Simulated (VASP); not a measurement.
A run of VASP 6.6.1:

The input INCAR:

```
PREC = Accurate
ENCUT = 520
EDIFF = 1E-6
ISMEAR = -1
SIGMA = 0.1
LREAL = False
LASPH = True
NELM = 80
ALGO = Normal
ISIF = 2
LWAVE = False
LCHARG = True
GGA = RP
LELF = True
LVHAR = True
NBANDS = 25
```

Contents of KPOINTS:

```
regular mesh
0
Gamma
  10 10 15
```

Contents of POSCAR:

```
Cr
1.0
    4.3181740010      0.0000000000      0.0000000000
   -2.1590870005      3.7396483828      0.0000000000
    0.0000000000      0.0000000000      2.3397644373
Cr
3
Direct
    1.0000000000      0.0000000000      0.0000000000
    0.3333333333      0.6666666667      0.5000000000
    0.6666666667      0.3333333333      0.5000000000
```

Potentials or basis: VASP PAW PBE potentials, release 64 (Cr_pv).

Command:

```console
$ cat potpaw_PBE.64/Cr_pv/POTCAR > POTCAR
$ mpirun -np 1 vasp_std > vasp.out
```

Hardware: 1 thread of Intel(R) Xeon(R) 6975P-C (Granite Rapids), with other jobs on the host.

**Question.** How long does it take, and how much memory?

**Answer.** Wall time 35 s on 1 thread of Intel(R) Xeon(R) 6975P-C (Granite Rapids) (shared host), peak memory 0.2 GiB. Counts: scf iterations 15, k points 112.
